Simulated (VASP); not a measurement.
# W (P6_3/mmc) in VASP: further runs

W is run at these levels: PBE; tasks: single point.

All numbers are computed with VASP 6.6.1; they aren't measurements. Logs are shortened: lines on timing, memory, paths and dates and some standing lists are left out, and cuts for length are marked.

## (1) The cell of the first run

It takes space group P6_3/mmc (No. 194, hexagonal). Conventional cell: a = 2.713 Å, b = 2.713 Å, c = 4.768 Å, α = 90.00°, β = 90.00°, γ = 120.00°. W (site symmetry -6m2) has 12 W at 2.71 to 2.85 Å within 3.6 Å.

## (2) Single point, PBE (volume scaled by 0.92)

INCAR reads:

```
ALGO = Normal ; EDIFF = 1E-7
ENCUT = 520 ; GGA = PE
ISIF = 2 ; ISMEAR = -1
LASPH = T ; LCHARG = T
LELF = T ; LREAL = F
LVHAR = T ; LWAVE = F
NBANDS = 21 ; NELM = 60
PREC = Accurate ; SIGMA = 0.1
```

KPOINTS reads:

```
k-points
0
Gamma
  17 17 9
```

POSCAR reads:

```
W
1.0
    2.7131568567      0.0000000000      0.0000000000
   -1.3565784284      2.3496627624      0.0000000000
    0.0000000000      0.0000000000      4.7684160017
W
2
Direct
    0.3333333333      0.6666666667      0.2500000000
    0.6666666667      0.3333333333      0.7500000000
```

Potentials or basis: VASP PAW PBE potentials, release 64 (W_sv).

Command:

```bash
$ cat potpaw_PBE.64/W_sv/POTCAR > POTCAR
$ mpirun -np 1 vasp_std > vasp.out
```

OUTCAR:

```text
EDIFF = 1E-7
   ENCUT = 520
   GGA = PE
   ISIF = 2
   ISMEAR = -1
   LASPH = T
   LREAL = F
   NELM = 60
   PREC = Accurate

 ion  position               nearest neighbor table
   1  0.333  0.667  0.250-   2 2.85   2 2.85   2 2.85   2 2.85   2 2.85   2 2.85
   2  0.667  0.333  0.750-   1 2.85   1 2.85   1 2.85   1 2.85   1 2.85   1 2.85

  LATTYP: Found a hexagonal cell.
 ALAT       =     2.7131568567
 C/A-ratio  =     1.7575157846

  Lattice vectors:

 A1 = (   2.7131568567,   0.0000000000,   0.0000000000)
 A2 = (  -1.3565784284,   2.3496627624,   0.0000000000)
 A3 = (   0.0000000000,   0.0000000000,   4.7684160017)

Analysis of symmetry for initial positions (statically):
=====================================================================
 Subroutine PRICEL returns:
 Original cell was already a primitive cell.

 Routine SETGRP: Setting up the symmetry group for a
 hexagonal supercell.

 Subroutine GETGRP returns: Found 24 space group operations
 (whereof 12 operations were pure point group operations)
 out of a pool of 24 trial point group operations.

The static configuration has the point symmetry D_3d.
 The point group associated with its full space group is D_6h.

Analysis of symmetry for dynamics (positions and initial velocities):
=====================================================================
 Subroutine PRICEL returns:
 Original cell was already a primitive cell.

 Routine SETGRP: Setting up the symmetry group for a
 hexagonal supercell.

 Subroutine GETGRP returns: Found 24 space group operations
 (whereof 12 operations were pure point group operations)
 out of a pool of 24 trial point group operations.

The dynamic configuration has the point symmetry D_3d.
 The point group associated with its full space group is D_6h.

 Subroutine INISYM returns: Found 24 space group operations
 (whereof 12 operations are pure point group operations),
 and found     1 'primitive' translations

----------------------------------------------------------------------------------------

                                     Primitive cell

  volume of cell :      30.3987

  direct lattice vectors                    reciprocal lattice vectors
     2.713156857  0.000000000  0.000000000     0.368574341  0.212796495  0.000000000
    -1.356578428  2.349662762  0.000000000     0.000000000  0.425592990  0.000000000
     0.000000000  0.000000000  4.768416002     0.000000000  0.000000000  0.209713246

  length of vectors
     2.713156857  2.713156857  4.768416002     0.425592990  0.425592990  0.209713246

  position of ions in fractional coordinates (direct lattice)
     0.333333333  0.666666667  0.250000000
     0.666666667  0.333333333  0.750000000

  ion indices of the primitive-cell ions
   primitive index   ion index
                 1           1
                 2           2

----------------------------------------------------------------------------------------

 KPOINTS: k-points

Automatic generation of k-mesh.
 Grid dimensions read from file:
 generate k-points for:   17   17    9

 Generating k-lattice:

  Cartesian coordinates                     Fractional coordinates (reciprocal lattice)
     0.021680844  0.012517441  0.000000000     0.058823529  0.000000000  0.000000000
     0.000000000  0.025034882  0.000000000     0.000000000  0.058823529  0.000000000
     0.000000000  0.000000000  0.023301472     0.000000000  0.000000000  0.111111111

  Length of vectors
     0.025034882  0.025034882  0.023301472

  Shift w.r.t. Gamma in fractional coordinates (k-lattice)
     0.000000000  0.000000000  0.000000000

 Subroutine IBZKPT returns following result:
 ===========================================

 Found    165 irreducible k-points:

 Following reciprocal coordinates:
            Coordinates               Weight
  0.000000  0.000000  0.000000      1.000000
  0.058824  0.000000  0.000000      6.000000
  0.117647 -0.000000  0.000000      6.000000
  0.176471 -0.000000  0.000000      6.000000
  0.235294 -0.000000  0.000000      6.000000
  0.294118  0.000000  0.000000      6.000000
[... 16 lines left out ...]
  0.411765  0.117647  0.000000     12.000000
  0.176471  0.176471  0.000000      6.000000
 [... further k-points ...]
   k-points           NKPTS =    165   k-points in BZ     NKDIM =    165   number of bands    NBANDS=     21
   number of dos      NEDOS =    301   number of ions     NIONS =      2
   total plane-waves  NPLWV =  14400
   dimension x,y,z NGX =    20 NGY =   20 NGZ =   36
   dimension x,y,z NGXF=    40 NGYF=   40 NGZF=   72
   ions per type =               2
   NGX,Y,Z   is equivalent  to a cutoff of  12.25, 12.25, 12.55 a.u.
   NGXF,Y,Z  is equivalent  to a cutoff of  24.51, 24.51, 25.10 a.u.
 SYSTEM =  unknown system
   PREC   = accura    normal or accurate (medium, high low for compatibility)
   ISTART =      0    job   : 0-new  1-cont  2-samecut
   ICHARG =      2    charge: 1-file 2-atom 10-const
   ISPIN  =      1    spin polarized calculation?
   LNONCOLLINEAR =      F non collinear calculations
   LSORBIT =      F    spin-orbit coupling
   LASPH  =      T    aspherical Exc in radial PAW
   ENCUT  =  520.0 eV  38.22 Ry    6.18 a.u.   5.04  5.04  8.87*2*pi/ulx,y,z
   NELM   =     60;   NELMIN=  2; NELMDL= -5     # of ELM steps
   EDIFF  = 0.1E-06   stopping-criterion for ELM
   LREAL  =      F    real-space projection
   EDIFFG = 0.1E-05   stopping-criterion for IOM
   NSW    =      0    number of steps for IOM
   IBRION =     -1    ionic relax: 0-MD 1-quasi-New 2-CG
   NFREE  =      0    steps in history (QN), initial steepest desc. (CG)
   ISIF   =      2    stress and relaxation
   ISYM   =      2    0-nonsym 1-usesym 2-fastsym
   POTIM  = 0.5000    time-step for ionic-motion
   TEBEG  =    0.0;   TEEND  =   0.0 temperature during run
   PSTRESS=    0.0 pullay stress
   NELECT =      28.0000    total number of electrons
   NUPDOWN=      -1.0000    fix difference up-down
   EMIN   =  10.00;   EMAX   =-10.00  energy-range for DOS
   EFERMI =   0.00;   METHOD = LEGACY
   ISMEAR =    -1;   SIGMA  =   0.10  broadening in eV -4-tet -1-fermi 0-gaus
   EFERMI_NEDOS =   21; number of points for ismear=-14 and -15
   IALGO  =     38    algorithm
   IMIX   =      4    mixing-type and parameters
     AMIX     =   0.40;   BMIX     =  1.00
     AMIX_MAG =   1.60;   BMIX_MAG =  1.00
  volume/ion in A,a.u.               =      15.20       102.57
  Fermi-wavevector in a.u.,A,eV,Ry     =   1.592854  3.010058 34.520484  2.537184
  Thomas-Fermi vector in A             =   2.691175
   LORBIT       =      0    0 simple, 1 ext, 2 COOP (PROOUT), +10 PAW based schemes
   GGA     = PE    functional components
   LHFCALC =     F    Hartree Fock is set to
   AEXX    =    0.0000 exact exchange contribution
   IVDW    =     0    specifies the selected vdW correction
   LEPSILON=     F    determine dielectric tensor
   LRPA    =     F    only Hartree local field effects (RPA)
 non-spin polarized calculation
  energy-cutoff  :      520.00
  volume of cell :       30.40
 maximum number of plane-waves:       835
   NGX = 11   NGY = 11   NGZ = 17

 number of electron      27.9999995 magnetization

 Free energy of the ion-electron system (eV)
  ---------------------------------------------------
  ext. energy  EPLUGINS =         0.00000000
  ---------------------------------------------------
  free energy    TOTEN  =       -24.72117104 eV

  energy without entropy =      -24.65634774  energy(sigma->0) =      -24.68875939

 E-fermi :  11.6772     XC(G=0): -13.8623

 val. band max:       11.6771620838   @ k =   0.2353   0.1765   0.3333
 cond. band min:      11.6904959633   @ k =   0.0588   0.0000   0.1111
 fundamental gap:      0.0133338795
 Fermi energy:        11.6772344346

 k-point     1 :       0.0000    0.0000    0.0000
  band No.  band energies     occupation
      1     -61.9566      2.00000
      2     -61.8478      2.00000
      3     -26.8802      2.00000
      4     -25.6408      2.00000
      5     -25.5027      2.00000
      6     -25.5027      2.00000
[... 13 lines left out ...]
     20      16.3922      0.00000
     21      21.6729      0.00000

 k-point     2 :       0.0588    0.0000    0.0000
  band No.  band energies     occupation
      1     -61.9512      2.00000
      2     -61.8441      2.00000
      3     -26.8642      2.00000
      4     -25.6433      2.00000
      5     -25.5535      2.00000
      6     -25.5168      2.00000
[... 13 lines left out ...]
     20      16.8436      0.00000
     21      21.6652      0.00000

 k-point     3 :       0.1176   -0.0000    0.0000
  band No.  band energies     occupation
      1     -61.9358      2.00000
      2     -61.8335      2.00000
      3     -26.8173      2.00000
      4     -25.6979      2.00000
      5     -25.6511      2.00000
      6     -25.5714      2.00000
[... 13 lines left out ...]
     20      17.8576      0.00000
     21      21.5875      0.00000

 k-point     4 :       0.1765   -0.0000    0.0000
  band No.  band energies     occupation
      1     -61.9122      2.00000
      2     -61.8177      2.00000
      3     -26.7431      2.00000
      4     -25.9142      2.00000
      5     -25.7863      2.00000
      6     -25.6658      2.00000
[... 13 lines left out ...]
     20      19.0660      0.00000
     21      21.3673      0.00000

 k-point     5 :       0.2353   -0.0000    0.0000
  band No.  band energies     occupation
      1     -61.8832      2.00000
      2     -61.7991      2.00000
      3     -26.6476      2.00000
      4     -26.1704      2.00000
      5     -26.0356      2.00000
      6     -25.6892      2.00000
[... 13 lines left out ...]
     20      20.2966      0.00000
     21      21.0221      0.00000
[... 382 lines left out ...]
     20      21.0290      0.00000
     21      23.2783      0.00000

 k-point    22 :       0.3529    0.1176    0.0000
  band No.  band energies     occupation
      1     -61.7928      2.00000
      2     -61.7516      2.00000
      3     -26.7819      2.00000
      4     -26.6242      2.00000
      5     -26.2954      2.00000
      6     -25.9626      2.00000
[... 13 lines left out ...]
     20      21.7933      0.00000
     21      22.6950      0.00000

 k-point    23 :       0.4118    0.1176    0.0000
  band No.  band energies     occupation
      1     -61.7798      2.00000
      2     -61.7477      2.00000
      3     -26.8617      2.00000
      4     -26.6903      2.00000
      5     -26.2298      2.00000
      6     -25.9967      2.00000
[... 13 lines left out ...]
     20      21.2247      0.00000
     21      22.8372      0.00000

 k-point    24 :       0.1765    0.1765    0.0000
  band No.  band energies     occupation
      1     -61.8452      2.00000
      2     -61.7765      2.00000
      3     -26.5133      2.00000
      4     -26.3415      2.00000
      5     -26.3401      2.00000
      6     -25.8119      2.00000
[... 13 lines left out ...]
     20      20.8652      0.00000
     21      22.2794      0.00000

 [... further k-points ...]

------------------------ aborting loop because EDIFF is reached ----------------------------------------

  FORCE on cell =-STRESS in cart. coord.  units (eV):
  Direction    XX          YY          ZZ          XY          YZ          ZX
  --------------------------------------------------------------------------------------
  -------------------------------------------------------------------------------------
  Total        5.3375904      5.3375904      5.2947260     -0.0000000      0.0000000      0.0000000
  in kB      281.3204147    281.3204147    279.0612252     -0.0000000      0.0000000      0.0000000
  external PRESSURE =     280.5673515 kB  Pullay stress =       0.0000000 kB

 VOLUME and BASIS-vectors are now :
 -----------------------------------------------------------------------------
  energy-cutoff  :      520.00
  volume of cell :       30.40
      direct lattice vectors                 reciprocal lattice vectors
     2.713156857  0.000000000  0.000000000     0.368574341  0.212796495  0.000000000
    -1.356578428  2.349662762  0.000000000     0.000000000  0.425592990  0.000000000
     0.000000000  0.000000000  4.768416002     0.000000000  0.000000000  0.209713246

 POSITION                                       TOTAL-FORCE (eV/Angst)
 -----------------------------------------------------------------------------------
     -0.00000      1.56644      1.19210        -0.000000      0.000000      0.000000
      1.35658      0.78322      3.57631         0.000000     -0.000000      0.000000
 -----------------------------------------------------------------------------------
    total drift:                               -0.000000      0.000000     -0.000000

  FREE ENERGIE OF THE ION-ELECTRON SYSTEM (eV)
  ---------------------------------------------------
  free  energy   TOTEN  =       -24.7211710414 eV

  energy  without entropy=      -24.6563477357  energy(sigma->0) =      -24.68875939
```

Wall time 53 s (1 thread of Intel Xeon Platinum 8488C (Sapphire Rapids), shared host); peak memory 0.2 GiB.

What came out:

| Property | Result |
| --- | --- |
| Free energy | -24.7212 eV |
| Pressure | 28.1 GPa |
| Band gap on the k mesh | zero (band 14 reaches 13.02 eV, above the bottom of band 15 at 11.19 eV) |

Levels at points of the mesh, in eV from the Fermi level:
```tsv
k point	band 11	band 12	band 13	band 14	band 15	band 16	band 17	band 18
(0.00, 0.00, 0.00)	-1.74	-0.55	-0.55	0.02	0.13	0.13	2.06	2.06
```

Caveat: the cell differs from its parent crystal (volume scaled by 0.92); spin-orbit coupling is left out, which moves the levels of the heavy elements.

## (3) Single point, PBE

This run uses another cell than the first one, of 16.52 Å³/atom, 1.087 times its volume.

INCAR reads:

```
SYSTEM = W
PREC = Accurate ; ENCUT = 520
EDIFF = 1E-6 ; ISMEAR = -1
SIGMA = 0.1 ; LREAL = .FALSE.
LASPH = .TRUE. ; NELM = 100
ALGO = Normal ; ISIF = 2
LWAVE = .FALSE. ; LCHARG = .FALSE.
GGA = PE ; NBANDS = 21
```

KPOINTS reads:

```
Automatic mesh
0
G
  17 17 9
  0 0 0
```

POSCAR reads:

```
W
1.0
    2.7780508459      0.0000000000      0.0000000000
   -1.3890254229      2.4058626055      0.0000000000
    0.0000000000      0.0000000000      4.9437412695
W
2
Direct
    0.3333333333      0.6666666667      0.2500000000
    0.6666666667      0.3333333333      0.7500000000
```

Potentials or basis: VASP PAW PBE potentials, release 64 (W_sv).

Command:

```bash
$ cat potpaw_PBE.64/W_sv/POTCAR > POTCAR
$ mpirun -np 1 vasp_std > vasp.out
```

OUTCAR:

```text
SYSTEM = W
   PREC = Accurate
   ENCUT = 520
   EDIFF = 1E-6
   ISMEAR = -1
   LREAL = .FALSE.
   LASPH = .TRUE.
   NELM = 100
   ISIF = 2
   GGA = PE

 ion  position               nearest neighbor table
   1  0.333  0.667  0.250-   2 2.95   2 2.95   2 2.95   2 2.95   2 2.95   2 2.95
   2  0.667  0.333  0.750-   1 2.95   1 2.95   1 2.95   1 2.95   1 2.95   1 2.95

  LATTYP: Found a hexagonal cell.
 ALAT       =     2.7780508459
 C/A-ratio  =     1.7795719170

  Lattice vectors:

 A1 = (   2.7780508459,   0.0000000000,   0.0000000000)
 A2 = (  -1.3890254229,   2.4058626055,   0.0000000000)
[... 190 lines left out ...]
      4     -27.0952      2.00000
      5     -26.9089      2.00000
      6     -26.9089      2.00000
[... 565 lines left out ...]
     20      18.5522      0.00000
     21      19.9633      0.00000

 [... further k-points ...]
[... 5 lines left out ...]
  --------------------------------------------------------------------------------------
  -------------------------------------------------------------------------------------
  Total        0.0974848      0.0974848      0.0671284      0.0000000     -0.0000000      0.0000000
  in kB        4.7269452      4.7269452      3.2549921      0.0000000     -0.0000000      0.0000000
  external PRESSURE =       4.2362941 kB  Pullay stress =       0.0000000 kB

 VOLUME and BASIS-vectors are now :
 -----------------------------------------------------------------------------
  energy-cutoff  :      520.00
  volume of cell :       33.04
      direct lattice vectors                 reciprocal lattice vectors
     2.778050846  0.000000000  0.000000000     0.359964614  0.207825667  0.000000000
    -1.389025423  2.405862605  0.000000000     0.000000000  0.415651333  0.000000000
     0.000000000  0.000000000  4.943741270     0.000000000  0.000000000  0.202275958

 POSITION                                       TOTAL-FORCE (eV/Angst)
 -----------------------------------------------------------------------------------
     -0.00000      1.60391      1.23594        -0.000000      0.000000      0.000000
      1.38903      0.80195      3.70781         0.000000     -0.000000      0.000000
 -----------------------------------------------------------------------------------
    total drift:                               -0.000000      0.000000     -0.000000

  FREE ENERGIE OF THE ION-ELECTRON SYSTEM (eV)
  ---------------------------------------------------
  free  energy   TOTEN  =       -24.9422324439 eV

  energy  without entropy=      -24.8734705096  energy(sigma->0) =      -24.90785148
```

OSZICAR:

```text
N       E                     dE             d eps       ncg     rms          rms(c)
DAV:   1     0.294844348813E+03    0.29484E+03   -0.17259E+04  6938   0.156E+03
DAV:   2    -0.166019505259E+02   -0.31145E+03   -0.30411E+03  7569   0.465E+02
DAV:   3    -0.260710542345E+02   -0.94691E+01   -0.92698E+01  7945   0.817E+01
DAV:   4    -0.261646153454E+02   -0.93561E-01   -0.93414E-01  7430   0.861E+00
DAV:   5    -0.261656162536E+02   -0.10009E-02   -0.10009E-02  7816   0.910E-01    0.269E+01
DAV:   6    -0.251942450487E+02    0.97137E+00   -0.12198E+00  7513   0.106E+01    0.105E+01
DAV:   7    -0.249509086946E+02    0.24334E+00   -0.62153E-01  7796   0.691E+00    0.717E-01
DAV:   8    -0.249423081210E+02    0.86006E-02   -0.11949E-02  7120   0.108E+00    0.109E-01
DAV:   9    -0.249422327019E+02    0.75419E-04   -0.36798E-04  9158   0.164E-01    0.625E-02
DAV:  10    -0.249422330496E+02   -0.34773E-06   -0.21884E-05  7308   0.432E-02    0.671E-03
DAV:  11    -0.249422324439E+02    0.60570E-06   -0.42192E-06  6927   0.186E-02
   1 F= -.24942232E+02 E0= -.24907851E+02  d E =-.687619E-01
```

Wall time 66 s (1 thread of Intel Xeon Platinum 8488C (Sapphire Rapids), shared host); peak memory 0.22 GiB.

Results:

```
Free energy            : -24.9422 eV
Pressure               : 0.4 GPa
Band gap on the k mesh : zero (band 14 reaches 11.81 eV, above the bottom of band 15 at 10.05 eV)
```

Caveat: spin-orbit coupling is left out, which moves the levels of the heavy elements.
